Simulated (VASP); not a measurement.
Input of a VASP 6.6.1 run:

The input INCAR:

```
PREC     = Accurate       # precision mode
ENCUT    = 520            # plane-wave cutoff, eV
EDIFF    = 1E-6           # SCF threshold, eV
ISMEAR   = 0              # smearing method
SIGMA    = 0.02           # smearing width, eV
LREAL    = False          # projectors in reciprocal space
LASPH    = True           # aspherical terms in the spheres
NELM     = 80             # most SCF steps
ALGO     = Normal         # electronic algorithm
ISIF     = 2              # what is computed and relaxed
LWAVE    = False          # write WAVECAR
LCHARG   = False          # write CHGCAR
LDIPOL   = True         
IDIPOL   = 3            
DIPOL    = 0.5 0.5 0.500
GGA      = PE             # functional
IVDW     = 12             # dispersion correction
NBANDS   = 12             # bands
```

KPOINTS

```
Automatic mesh
0
Gamma
  9 9 1
```

POSCAR

```
P
1.0
    3.4490000000      0.0000000000      0.0000000000
   -1.7245000000      2.9869216177      0.0000000000
    0.0000000000      0.0000000000     28.0000000000
P
2
Direct
    0.3333333333      0.6666666667      0.5047678571
    0.6666666667      0.3333333333      0.4952321429
```

Potentials or basis: VASP PAW PBE potentials, release 64 (P).

The run is started by

```console
$ cat potpaw_PBE.64/P/POTCAR > POTCAR
$ mpirun -np 1 vasp_std > vasp.out
```

What does it give for the largest force?

1.543 eV/Å.

What does it give for the band gap on the k mesh?

Zero (band 5 reaches -2.12 eV, above the bottom of band 6 at -3.91 eV).

What does it give for the dispersion energy per atom?

-0.197 eV.

Forces in eV/Å, atoms in the order of the input:
```
P    0.000  0.000  1.543
P    0.000  0.000 -1.543
```
